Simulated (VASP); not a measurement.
# Li3Br (Pm) in VASP: relaxation of cell and atoms with PBE

Aim: the relaxation of cell and atoms of Li3Br with PBE.

Everything below comes from runs of VASP 6.6.1. Logs are shortened: lines on timing, memory, paths and dates and some standing lists are left out, and cuts for length are marked.

## 1. The cell of the first run

The structure is monoclinic, space group Pm (No. 6). The conventional cell has a = 3.155 Å, b = 4.422 Å, c = 4.940 Å, α = 90.00°, β = 101.63°, γ = 90.00°. Within 2.6 Å of Li (site symmetry 1) lie 3 Li at 1.99 to 2.21 Å and 1 Br at 2.03 Å. Within 2.4 Å of Li (site symmetry m) lie 1 Br at 1.80 Å and 2 Li at 1.99 Å. Within 2.4 Å of Br (site symmetry m) lie 3 Li at 1.80 to 2.03 Å.

## 2. Relaxation of cell and atoms, PBE

INCAR

```
SYSTEM = Li3Br
  PREC = Accurate
  ENCUT = 600
  EDIFF = 1E-6
  ISMEAR = 0
  SIGMA = 0.1
  LREAL = .FALSE.
  LASPH = .TRUE.
  NELM = 60
  ALGO = Normal
  ISIF = 3
  LWAVE = .FALSE.
  LCHARG = .FALSE.
  GGA = PE
  IBRION = 2
  NSW = 90
  EDIFFG = -0.04
```

KPOINTS

```
Automatic mesh
0
G
  6 4 4
  0 0 0
```

POSCAR

```
Li3Br
1.0
    3.1551552500      0.0000000000      0.0000000000
    0.0000000000      4.4223996858      0.0000000000
   -0.9961931696      0.0000000000      4.8390099957
Li Br
3 1
Direct
    0.2628015504      0.7500000000      0.3333333333
    0.2628015504      0.2500000000      0.3333333333
    0.4846662601      0.0000000000      0.6666666667
    0.3333333333      0.0000000000      0.0000000000
```

Potentials or basis: VASP PAW PBE potentials, release 64 (Li_sv, Br).

Run with:

```sh
$ cat potpaw_PBE.64/Li_sv/POTCAR potpaw_PBE.64/Br/POTCAR > POTCAR
$ mpirun -np 1 vasp_std > vasp.out
```

OUTCAR:

```text
SYSTEM = Li3Br
   PREC = Accurate
   ENCUT = 600
   EDIFF = 1E-6
   ISMEAR = 0
   LREAL = .FALSE.
   LASPH = .TRUE.
   NELM = 60
   ISIF = 3
   GGA = PE
   IBRION = 2
   NSW = 90
   EDIFFG = -0.04

 ion  position               nearest neighbor table
   1  0.263  0.750  0.333-   3 1.99   4 2.03   2 2.21   2 2.21
   2  0.263  0.250  0.333-   3 1.99   4 2.03   1 2.21   1 2.21
   3  0.485  0.000  0.667-   4 1.80   2 1.99   1 1.99
   4  0.333  0.000  0.000-   3 1.80   2 2.03   1 2.03

  LATTYP: Found a simple monoclinic cell.
 ALAT       =     3.1551552500
 B/A-ratio  =     1.4016424979
 C/A-ratio  =     1.5658461451
 COS(beta)  =    -0.2016386302

  Lattice vectors:

 A1 = (   3.1551552500,   0.0000000000,   0.0000000000)
 A2 = (   0.0000000000,   4.4223996858,   0.0000000000)
 A3 = (  -0.9961931696,   0.0000000000,   4.8390099957)

Analysis of symmetry for initial positions (statically):
=====================================================================
 Subroutine PRICEL returns:
 Original cell was already a primitive cell.

 Routine SETGRP: Setting up the symmetry group for a
 simple monoclinic supercell.

 Subroutine GETGRP returns: Found  2 space group operations
 (whereof  2 operations were pure point group operations)
 out of a pool of  4 trial point group operations.

The static configuration has the point symmetry C_1h.

Analysis of symmetry for dynamics (positions and initial velocities):
=====================================================================
 Subroutine PRICEL returns:
 Original cell was already a primitive cell.

 Routine SETGRP: Setting up the symmetry group for a
 simple monoclinic supercell.

 Subroutine GETGRP returns: Found  2 space group operations
 (whereof  2 operations were pure point group operations)
 out of a pool of  4 trial point group operations.

The dynamic configuration has the point symmetry C_1h.

 Subroutine INISYM returns: Found  2 space group operations
 (whereof  2 operations are pure point group operations),
 and found     1 'primitive' translations

----------------------------------------------------------------------------------------

                                     Primitive cell

  volume of cell :      67.5204
[... 117 lines left out ...]
   LORBIT       =      0    0 simple, 1 ext, 2 COOP (PROOUT), +10 PAW based schemes
   GGA     = PE    functional components
   LHFCALC =     F    Hartree Fock is set to
   AEXX    =    0.0000 exact exchange contribution
   IVDW    =     0    specifies the selected vdW correction
   LEPSILON=     F    determine dielectric tensor
   LRPA    =     F    only Hartree local field effects (RPA)
 conjugate gradient relaxation of ions
 non-spin polarized calculation
 Gauss-broadening in eV      SIGMA  =   0.10
  energy-cutoff  :      600.00
  volume of cell :       67.52
 maximum number of plane-waves:      2274
 NGX is ok and might be reduce to    28
   NGX = 13   NGY = 17   NGZ = 19

--------------------------------------- Ionic step        1  -------------------------------------------

 number of electron      16.0000003 magnetization

 Free energy of the ion-electron system (eV)
  ---------------------------------------------------
  ext. energy  EPLUGINS =         0.00000000
  ---------------------------------------------------
  free energy    TOTEN  =        -4.88363431 eV

  energy without entropy =       -4.87867480  energy(sigma->0) =       -4.88115455

------------------------ aborting loop because EDIFF is reached ----------------------------------------

  FORCE on cell =-STRESS in cart. coord.  units (eV):
  Direction    XX          YY          ZZ          XY          YZ          ZX
  --------------------------------------------------------------------------------------
  -------------------------------------------------------------------------------------
  Total        4.2880214      7.5635369     21.5731268      0.0000000      0.0000000     -5.1103164
  in kB      101.7495009    179.4734728    511.9038968      0.0000000      0.0000000   -121.2615542
  external PRESSURE =     264.3756235 kB  Pullay stress =       0.0000000 kB
[... 95 lines left out ...]
  FREE ENERGIE OF THE ION-ELECTRON SYSTEM (eV)
  ---------------------------------------------------
  free  energy   TOTEN  =        -7.8965409460 eV

  energy  without entropy=       -7.8896840376  energy(sigma->0) =       -7.89311249

[... ionic steps 4 to 19 ...]

--------------------------------------- Ionic step       20  -------------------------------------------

 number of electron      16.0000003 magnetization

------------------------ aborting loop because EDIFF is reached ----------------------------------------
[... 71 lines left out ...]
--------------------------------------- Ionic step       22  -------------------------------------------

 number of electron      16.0000025 magnetization

 Free energy of the ion-electron system (eV)
  ---------------------------------------------------
  ext. energy  EPLUGINS =         0.00000000
  ---------------------------------------------------
  free energy    TOTEN  =        -9.02204388 eV

  energy without entropy =       -9.01391533  energy(sigma->0) =       -9.01797961

 E-fermi :   0.9091     XC(G=0):  -6.4850

 val. band max:        0.8890533897   @ k =   0.0000   0.2500   0.0000
 cond. band min:       0.9250428035   @ k =   0.0000   0.2500   0.2500
 fundamental gap:      0.0359894138
 Fermi energy:         0.9091055098

 k-point     1 :       0.0000    0.0000    0.0000
  band No.  band energies     occupation
      1     -46.7584      2.00000
      2     -46.7332      2.00000
      3     -46.3697      2.00000
      4     -15.7056      2.00000
      5      -4.5324      2.00000
      6      -3.8061      2.00000
      7      -2.2607      2.00000
      8      -1.2204      2.00000
      9       1.1351      0.00139
     10       3.6655      0.00000
     11       4.1247      0.00000
     12       4.6862      0.00000
[... 331 lines left out ...]
 k-point    24 :      -0.1667    0.2500    0.2500
  band No.  band energies     occupation
      1     -46.7547      2.00000
      2     -46.7364      2.00000
      3     -46.3693      2.00000
      4     -15.6175      2.00000
      5      -4.4923      2.00000
      6      -3.8362      2.00000
      7      -3.0958      2.00000
      8      -0.4232      2.00000
      9       1.1805      0.00012
     10       2.9181      0.00000
     11       4.5820      0.00000
     12       5.4048      0.00000

 [... further k-points ...]
[... 5 lines left out ...]
  --------------------------------------------------------------------------------------
  -------------------------------------------------------------------------------------
  Total       -0.0668819     -0.0578175     -0.0603676      0.0000000      0.0000000      0.0148790
  in kB       -0.9387537     -0.8115266     -0.8473190      0.0000000      0.0000000      0.2088414
  external PRESSURE =      -0.8658664 kB  Pullay stress =       0.0000000 kB
[... 19 lines left out ...]
  FREE ENERGIE OF THE ION-ELECTRON SYSTEM (eV)
  ---------------------------------------------------
  free  energy   TOTEN  =        -9.0220438836 eV

  energy  without entropy=       -9.0139153291  energy(sigma->0) =       -9.01797961

 reached required accuracy - stopping structural energy minimisation
```

It took 12 min on 1 thread of AMD EPYC 7R13, shared host; peak memory 0.19 GiB.

Results:

| Quantity | Value |
| --- | --- |
| Free energy | -9.0220 eV |
| Relaxed volume | 28.54 Å³/atom |
| Relaxed cell | a = 3.510 Å, b = 5.358 Å, c = 6.100 Å, α = 90.00°, β = 95.75°, γ = 90.00° |
| Space group after relaxing (to 0.05 Å) | Pm (No. 6) |
| Energy gained by relaxing | 1034.6 meV/atom |
| Ionic steps | 22 |
| Pressure after relaxing | -0.1 GPa |
| Largest force after relaxing | 0.022 eV/Å |
| Band gap on the k mesh | zero (band 8 reaches 1.74 eV, above the bottom of band 9 at 0.08 eV) |

Forces on the atoms (eV/Å):
```
Li  -0.015  0.013  0.002
Li  -0.015 -0.013  0.002
Li   0.009  0.000  0.004
Br   0.021  0.000 -0.007
```

The path:
| step | energy change (eV) | largest force (eV/Å) | pressure (GPa) | volume (Å³) |
| --- | --- | --- | --- | --- |
| 1 | 0.0000 | 4.6995 | 26.44 | 67.52 |
| 2 | -3.0127 | 2.1428 | 2.19 | 97.37 |
| 3 | -3.0129 | 2.1396 | 2.10 | 97.69 |
| 4 | -3.4011 | 1.5259 | 0.73 | 104.15 |
| 5 | -3.7351 | 0.7586 | -1.08 | 116.84 |
| 6 | -3.7511 | 0.6153 | -1.40 | 119.75 |
| 7 | -3.9148 | 0.4546 | -0.10 | 115.86 |
| 8 | -3.9270 | 0.4849 | 0.43 | 114.50 |
| 9 | -3.9768 | 0.4647 | 0.16 | 115.63 |
| 10 | -4.0431 | 0.2031 | -0.39 | 118.84 |
| 11 | -4.0436 | 0.2494 | -0.35 | 118.44 |
| 12 | -4.0747 | 0.2294 | -0.05 | 116.58 |
| 13 | -4.0899 | 0.3880 | 0.41 | 114.09 |
| 14 | -4.1115 | 0.3321 | 0.25 | 114.20 |
| 15 | -4.1168 | 0.1518 | -0.24 | 114.18 |
| 16 | -4.1259 | 0.2448 | 0.00 | 114.25 |
| 17 | -4.1260 | 0.2368 | -0.02 | 114.25 |
| 18 | -4.1320 | 0.1675 | -0.01 | 114.18 |
| 19 | -4.1363 | 0.0942 | 0.02 | 114.02 |
| 20 | -4.1364 | 0.0808 | 0.02 | 114.03 |
| 21 | -4.1381 | 0.0417 | -0.05 | 114.10 |
| 22 | -4.1384 | 0.0218 | -0.09 | 114.15 |

Final structure:
```
Li Br
1.0
     3.50813    0.00000    0.11748
     0.00000    5.35773    0.00000
    -0.81427    0.00000    6.04584
Li Br
3 1
Cartesian
  0.4106 4.0442 1.9812
  0.4106 1.3135 1.9812
  1.9164 0.0000 4.3266
  0.0759 0.0000 5.9759
```

Levels at points of the mesh, in eV from the Fermi level:
| k point | band 4 | band 5 | band 6 | band 7 | band 8 | band 9 | band 10 | band 11 | band 12 |
| --- | --- | --- | --- | --- | --- | --- | --- | --- | --- |
| (0.00, 0.00, 0.00) | -16.61 | -5.44 | -4.72 | -3.17 | -2.13 | 0.23 | 2.76 | 3.22 | 3.78 |
| (0.50, 0.00, 0.00) | -16.25 | -5.85 | -5.06 | -4.16 | -0.07 | 0.66 | 2.05 | 3.07 | 3.75 |
| (0.00, 0.50, 0.00) | -16.61 | -5.41 | -5.04 | -3.16 | -1.26 | -0.67 | 1.73 | 4.24 | 4.90 |
| (0.50, 0.50, 0.00) | -16.25 | -5.81 | -5.03 | -4.35 | 0.67 | 0.97 | 1.02 | 2.05 | 3.78 |
| (0.00, 0.00, 0.50) | -16.61 | -5.60 | -4.71 | -3.16 | -1.39 | 0.18 | 1.70 | 2.45 | 4.57 |
| (0.50, 0.00, 0.50) | -16.25 | -5.85 | -5.13 | -4.17 | -0.26 | 1.32 | 2.28 | 3.82 | 4.01 |
| (0.00, 0.50, 0.50) | -16.61 | -5.55 | -5.01 | -3.15 | -0.97 | -0.42 | 2.19 | 2.96 | 5.21 |
| (0.50, 0.50, 0.50) | -16.25 | -5.81 | -5.11 | -4.36 | 0.73 | 1.09 | 1.83 | 2.03 | 2.81 |

Caveat: the cutoff is under 1.25 times the usual one of these potentials, so pressure, stress and relaxed cells hold a basis-set (Pulay) error; the volume moved by over 15 % at a fixed basis, so the end points are rough.
